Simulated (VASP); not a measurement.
# Si (Fm-3m) in VASP: a series of runs

The runs below take Si through single point, relaxation of cell and atoms, with r2SCAN.

All numbers are computed with VASP 6.6.1; they aren't measurements. Logs are shortened: lines on timing, memory, paths and dates and some standing lists are left out, and cuts for length are marked.

**1. The cell of the first run**

It takes space group Fm-3m (No. 225, cubic). Conventional cell: a = 3.900 Å, b = 3.900 Å, c = 3.900 Å, α = 90.00°, β = 90.00°, γ = 90.00°. Within 3.6 Å of Si (site symmetry m-3m) lie 12 Si at 2.76 Å.

**2. Single point, r2SCAN (volume scaled by 1.08)**

Contents of POSCAR:

```
Si
1.0
    0.0000000000      1.9499049133      1.9499049133
    1.9499049133      0.0000000000      1.9499049133
    1.9499049133      1.9499049133      0.0000000000
Si
1
Direct
    0.0000000000      0.0000000000      0.0000000000
```

Contents of INCAR.step1:

```
  ALGO = Normal
  EDIFF = 1E-4
  ENCUT = 520
  GGA = PE
  ISMEAR = -1
  LASPH = T
  LCHARG = F
  LREAL = F
  LWAVE = T
  NBANDS = 8
  NELM = 80
  PREC = Accurate
  SIGMA = 0.1
```

Contents of INCAR.step2:

```
  ALGO = Normal
  EDIFF = 1E-6
  ENCUT = 520
  ISIF = 2
  ISMEAR = -1
  ISTART = 1
  LASPH = T
  LCHARG = T
  LELF = T
  LMIXTAU = T
  LREAL = F
  LVHAR = T
  LWAVE = F
  METAGGA = R2SCAN
  NBANDS = 8
  NELM = 80
  PREC = Accurate
  SIGMA = 0.1
```

Contents of KPOINTS:

```
k-points
0
Gamma
  16 16 16
```

Potentials or basis: VASP PAW PBE potentials, release 64 (Si).

Run with:

```console
> cat potpaw_PBE.64/Si/POTCAR > POTCAR
> cp INCAR.step1 INCAR
> mpirun -np 1 vasp_std > vasp.out
> cp INCAR.step2 INCAR
> mpirun -np 1 vasp_std > vasp.out
```

OUTCAR:

```text
EDIFF = 1E-6
   ENCUT = 520
   ISIF = 2
   ISMEAR = -1
   ISTART = 1
   LASPH = T
   LREAL = F
   METAGGA = R2SCAN
   NELM = 80
   PREC = Accurate

 ion  position               nearest neighbor table
   1  0.000  0.000  0.000-

  LATTYP: Found a face centered cubic cell.
 ALAT       =     3.8998098266

  Lattice vectors:

 A1 = (   0.0000000000,   1.9499049133,   1.9499049133)
 A2 = (   1.9499049133,   0.0000000000,   1.9499049133)
 A3 = (   1.9499049133,   1.9499049133,   0.0000000000)

Analysis of symmetry for initial positions (statically):
=====================================================================
 Subroutine PRICEL returns:
 Original cell was already a primitive cell.

 Routine SETGRP: Setting up the symmetry group for a
 face centered cubic supercell.

 Subroutine GETGRP returns: Found 48 space group operations
 (whereof 48 operations were pure point group operations)
 out of a pool of 48 trial point group operations.

The static configuration has the point symmetry O_h .

Analysis of symmetry for dynamics (positions and initial velocities):
=====================================================================
 Subroutine PRICEL returns:
 Original cell was already a primitive cell.

 Routine SETGRP: Setting up the symmetry group for a
 face centered cubic supercell.

 Subroutine GETGRP returns: Found 48 space group operations
 (whereof 48 operations were pure point group operations)
 out of a pool of 48 trial point group operations.

The dynamic configuration has the point symmetry O_h .

 Subroutine INISYM returns: Found 48 space group operations
 (whereof 48 operations are pure point group operations),
 and found     1 'primitive' translations

----------------------------------------------------------------------------------------

                                     Primitive cell

  volume of cell :      14.8276

  direct lattice vectors                    reciprocal lattice vectors
     0.000000000  1.949904913  1.949904913    -0.256422760  0.256422760  0.256422760
     1.949904913  0.000000000  1.949904913     0.256422760 -0.256422760  0.256422760
     1.949904913  1.949904913  0.000000000     0.256422760  0.256422760 -0.256422760

  length of vectors
     2.757581974  2.757581974  2.757581974     0.444137249  0.444137249  0.444137249

  position of ions in fractional coordinates (direct lattice)
     0.000000000  0.000000000  0.000000000

  ion indices of the primitive-cell ions
   primitive index   ion index
                 1           1

----------------------------------------------------------------------------------------

 KPOINTS: k-points

Automatic generation of k-mesh.
 Grid dimensions read from file:
 generate k-points for:   16   16   16

 Generating k-lattice:

  Cartesian coordinates                     Fractional coordinates (reciprocal lattice)
    -0.016026423  0.016026423  0.016026423     0.062500000  0.000000000  0.000000000
     0.016026423 -0.016026423  0.016026423     0.000000000  0.062500000  0.000000000
     0.016026423  0.016026423 -0.016026423     0.000000000  0.000000000  0.062500000

  Length of vectors
     0.027758578  0.027758578  0.027758578

  Shift w.r.t. Gamma in fractional coordinates (k-lattice)
     0.000000000  0.000000000  0.000000000

 Subroutine IBZKPT returns following result:
 ===========================================

 Found    145 irreducible k-points:

 Following reciprocal coordinates:
            Coordinates               Weight
  0.000000  0.000000  0.000000      1.000000
  0.062500  0.000000  0.000000      8.000000
  0.125000  0.000000  0.000000      8.000000
  0.187500  0.000000  0.000000      8.000000
  0.250000  0.000000  0.000000      8.000000
  0.312500  0.000000  0.000000      8.000000
[... 16 lines left out ...]
 -0.125000  0.062500  0.000000     24.000000
 -0.062500  0.062500  0.000000     12.000000
 [... further k-points ...]
   k-points           NKPTS =    145   k-points in BZ     NKDIM =    145   number of bands    NBANDS=      8
   number of dos      NEDOS =    301   number of ions     NIONS =      1
   total plane-waves  NPLWV =  13824
   dimension x,y,z NGX =    24 NGY =   24 NGZ =   24
   dimension x,y,z NGXF=    48 NGYF=   48 NGZF=   48
   ions per type =               1
   NGX,Y,Z   is equivalent  to a cutoff of  14.47, 14.47, 14.47 a.u.
   NGXF,Y,Z  is equivalent  to a cutoff of  28.94, 28.94, 28.94 a.u.
 SYSTEM =  unknown system
   PREC   = accura    normal or accurate (medium, high low for compatibility)
   ISTART =      1    job   : 0-new  1-cont  2-samecut
   ICHARG =      0    charge: 1-file 2-atom 10-const
   ISPIN  =      1    spin polarized calculation?
   LNONCOLLINEAR =      F non collinear calculations
   LSORBIT =      F    spin-orbit coupling
   LASPH  =      T    aspherical Exc in radial PAW
   ENCUT  =  520.0 eV  38.22 Ry    6.18 a.u.   5.13  5.13  5.13*2*pi/ulx,y,z
   NELM   =     80;   NELMIN=  2; NELMDL=  0     # of ELM steps
   EDIFF  = 0.1E-05   stopping-criterion for ELM
   LREAL  =      F    real-space projection
   EDIFFG = 0.1E-04   stopping-criterion for IOM
   NSW    =      0    number of steps for IOM
   IBRION =     -1    ionic relax: 0-MD 1-quasi-New 2-CG
   NFREE  =      0    steps in history (QN), initial steepest desc. (CG)
   ISIF   =      2    stress and relaxation
   ISYM   =      2    0-nonsym 1-usesym 2-fastsym
   POTIM  = 0.5000    time-step for ionic-motion
   TEBEG  =    0.0;   TEEND  =   0.0 temperature during run
   PSTRESS=    0.0 pullay stress
   NELECT =       4.0000    total number of electrons
   NUPDOWN=      -1.0000    fix difference up-down
   EMIN   =  10.00;   EMAX   =-10.00  energy-range for DOS
   EFERMI =   0.00;   METHOD = LEGACY
   ISMEAR =    -1;   SIGMA  =   0.10  broadening in eV -4-tet -1-fermi 0-gaus
   EFERMI_NEDOS =   21; number of points for ismear=-14 and -15
   IALGO  =     38    algorithm
   IMIX   =      4    mixing-type and parameters
     AMIX     =   0.40;   BMIX     =  1.00
     AMIX_MAG =   1.60;   BMIX_MAG =  1.00
  volume/ion in A,a.u.               =      14.83       100.06
  Fermi-wavevector in a.u.,A,eV,Ry     =   1.057803  1.998958 15.224196  1.118947
  Thomas-Fermi vector in A             =   2.193089
   LORBIT       =      0    0 simple, 1 ext, 2 COOP (PROOUT), +10 PAW based schemes
   METAGGA = R2SCAN    functional components
   LHFCALC =     F    Hartree Fock is set to
   AEXX    =    0.0000 exact exchange contribution
   IVDW    =     0    specifies the selected vdW correction
   LEPSILON=     F    determine dielectric tensor
   LRPA    =     F    only Hartree local field effects (RPA)
 non-spin polarized calculation
  energy-cutoff  :      520.00
  volume of cell :       14.83
 maximum number of plane-waves:       415
 NGX is ok and might be reduce to    24
   NGX = 11   NGY = 11   NGZ = 11

 number of electron       4.0000000 magnetization

 Free energy of the ion-electron system (eV)
  ---------------------------------------------------
  ext. energy  EPLUGINS =         0.00000000
  ---------------------------------------------------
  free energy    TOTEN  =        -8.01531970 eV

  energy without entropy =       -8.00047219  energy(sigma->0) =       -8.00789594

 E-fermi :   9.9303     XC(G=0): -11.8688

 val. band max:        9.9252627068   @ k =  -0.2500   0.1250   0.0000
 cond. band min:       9.9317573173   @ k =   0.5000   0.3750   0.0000
 fundamental gap:      0.0064946104
 Fermi energy:         9.9302649429

 k-point     1 :       0.0000    0.0000    0.0000
  band No.  band energies     occupation
      1      -5.2485      2.00000
      2      21.5502      0.00000
      3      21.5502      0.00000
      4      21.5503      0.00000
      5      22.4302      0.00000
      6      22.4302      0.00000
      7      22.4302      0.00000
      8      27.9277      0.00000

 k-point     2 :       0.0625    0.0000    0.0000
  band No.  band energies     occupation
      1      -5.1294      2.00000
      2      19.5006      0.00000
      3      20.9194      0.00000
      4      20.9194      0.00000
      5      23.2082      0.00000
      6      23.2082      0.00000
      7      23.4515      0.00000
      8      28.9071      0.00000

 k-point     3 :       0.1250    0.0000    0.0000
  band No.  band energies     occupation
      1      -4.7724      2.00000
      2      16.7366      0.00000
      3      20.1591      0.00000
      4      20.1591      0.00000
      5      23.7926      0.00000
      6      24.2999      0.00000
      7      24.2999      0.00000
      8      27.9597      0.00000

 k-point     4 :       0.1875    0.0000    0.0000
  band No.  band energies     occupation
      1      -4.1788      2.00000
      2      13.9471      0.00000
      3      19.5614      0.00000
      4      19.5614      0.00000
      5      23.7569      0.00000
      6      24.7391      0.00000
      7      24.7391      0.00000
      8      27.6746      0.00000

 k-point     5 :       0.2500    0.0000    0.0000
  band No.  band energies     occupation
      1      -3.3506      2.00000
      2      11.2609      0.00000
      3      19.1454      0.00000
      4      19.1454      0.00000
      5      23.6638      0.00000
      6      23.9914      0.00000
      7      23.9914      0.00000
      8      28.8590      0.00000
[... 177 lines left out ...]
 k-point    22 :      -0.1875    0.0625    0.0000
  band No.  band energies     occupation
      1      -3.8234      2.00000
      2      13.1220      0.00000
      3      17.4312      0.00000
      4      20.6060      0.00000
      5      23.6426      0.00000
      6      24.3033      0.00000
      7      25.1840      0.00000
      8      26.6030      0.00000

 k-point    23 :      -0.1250    0.0625    0.0000
  band No.  band energies     occupation
      1      -4.4951      2.00000
      2      15.8676      0.00000
      3      17.9557      0.00000
      4      21.1916      0.00000
      5      23.5201      0.00000
      6      24.2293      0.00000
      7      25.5401      0.00000
      8      26.5022      0.00000

 k-point    24 :      -0.0625    0.0625    0.0000
  band No.  band energies     occupation
      1      -4.9310      2.00000
      2      18.5179      0.00000
      3      18.7657      0.00000
      4      21.6293      0.00000
      5      22.7376      0.00000
      6      23.8460      0.00000
      7      24.7404      0.00000
      8      27.6798      0.00000

 [... further k-points ...]

------------------------ aborting loop because EDIFF is reached ----------------------------------------

  FORCE on cell =-STRESS in cart. coord.  units (eV):
  Direction    XX          YY          ZZ          XY          YZ          ZX
  --------------------------------------------------------------------------------------
  -------------------------------------------------------------------------------------
  Total       -0.4726525     -0.4726525     -0.4726525      0.0000000      0.0000000     -0.0000000
  in kB      -51.0719241    -51.0719241    -51.0719241      0.0000000      0.0000000     -0.0000000
  external PRESSURE =     -51.0719241 kB  Pullay stress =       0.0000000 kB

 VOLUME and BASIS-vectors are now :
 -----------------------------------------------------------------------------
  energy-cutoff  :      520.00
  volume of cell :       14.83
      direct lattice vectors                 reciprocal lattice vectors
     0.000000000  1.949904913  1.949904913    -0.256422760  0.256422760  0.256422760
     1.949904913  0.000000000  1.949904913     0.256422760 -0.256422760  0.256422760
     1.949904913  1.949904913  0.000000000     0.256422760  0.256422760 -0.256422760

 POSITION                                       TOTAL-FORCE (eV/Angst)
 -----------------------------------------------------------------------------------
      0.00000      0.00000      0.00000         0.000000      0.000000     -0.000000
 -----------------------------------------------------------------------------------
    total drift:                               -0.000000      0.000000     -0.000000

  FREE ENERGIE OF THE ION-ELECTRON SYSTEM (eV)
  ---------------------------------------------------
  free  energy   TOTEN  =        -8.0153197029 eV

  energy  without entropy=       -8.0004721858  energy(sigma->0) =       -8.00789594
```

It took 21 s on 1 thread of Intel Xeon 6975P-C (Granite Rapids), shared host; peak memory 0.14 GiB.

What came out:

```
Free energy            : -8.0153 eV
Pressure               : -5.1 GPa
Band gap on the k mesh : zero (band 2 reaches 21.55 eV, above the bottom of band 3 at 6.70 eV)
```

Levels at points of the mesh, in eV from the Fermi level:
```tsv
k point	band 1	band 2	band 3	band 4	band 5	band 6	band 7
(0.00, 0.00, 0.00)	-15.18	11.62	11.62	11.62	12.50	12.50	12.50
(0.50, 0.00, 0.00)	-7.99	-7.34	8.92	8.92	11.35	11.35	13.92
(0.50, 0.50, 0.00)	-5.72	-4.68	3.28	3.28	4.56	7.25	25.72
```

Caveat: the PAW data sets were made with another functional, which shifts forces and pressure a little.

**3. Single point, r2SCAN (volume scaled by 1.12)**

Contents of POSCAR:

```
Si
1.0
    0.0000000000      1.9736865853      1.9736865853
    1.9736865853      0.0000000000      1.9736865853
    1.9736865853      1.9736865853      0.0000000000
Si
1
Direct
    0.0000000000      0.0000000000      0.0000000000
```

Contents of INCAR.step1:

```
SYSTEM = Si
PREC = Accurate ; ENCUT = 520
ISMEAR = -1 ; SIGMA = 0.1
LREAL = .FALSE. ; LASPH = .TRUE.
NELM = 80 ; NBANDS = 8
GGA = PE ; ALGO = Normal
EDIFF = 1E-4 ; LWAVE = .TRUE.
LCHARG = .FALSE.
```

Contents of INCAR.step2:

```
SYSTEM = Si
PREC = Accurate ; ENCUT = 520
EDIFF = 1E-7 ; ISMEAR = -1
SIGMA = 0.1 ; LREAL = .FALSE.
LASPH = .TRUE. ; NELM = 80
ALGO = Normal ; ISIF = 2
LWAVE = .FALSE. ; LCHARG = .FALSE.
METAGGA = R2SCAN ; LMIXTAU = .TRUE.
NBANDS = 8 ; ISTART = 1
```

Contents of KPOINTS:

```
regular mesh
0
G
  16 16 16
  0 0 0
```

Potentials or basis: VASP PAW PBE potentials, release 64 (Si).

Run with:

```console
> cat potpaw_PBE.64/Si/POTCAR > POTCAR
> cp INCAR.step1 INCAR
> mpirun -np 1 vasp_std > vasp.out
> cp INCAR.step2 INCAR
> mpirun -np 1 vasp_std > vasp.out
```

Run time: 25 s. Hardware: 1 thread of Intel Xeon 6975P-C (Granite Rapids), shared host; peak memory 0.14 GiB.

It converged, with:

| Property | Result |
| --- | --- |
| Free energy | -7.9942 eV |
| Pressure | -7.2 GPa |
| Band gap on the k mesh | zero (band 2 reaches 20.62 eV, above the bottom of band 3 at 6.35 eV) |

Levels at points of the mesh, in eV from the Fermi level:
| k point | band 1 | band 2 | band 3 | band 4 | band 5 | band 6 |
| --- | --- | --- | --- | --- | --- | --- |
| (0.00, 0.00, 0.00) | -14.83 | 11.16 | 11.16 | 11.16 | 12.36 | 12.36 |
| (0.50, 0.00, 0.00) | -7.89 | -7.09 | 8.58 | 8.58 | 11.25 | 11.25 |
| (0.50, 0.50, 0.00) | -5.53 | -4.67 | 3.17 | 3.17 | 4.63 | 7.05 |

Caveat: the PAW data sets were made with another functional, which shifts forces and pressure a little.

[end of part 1 of 2]
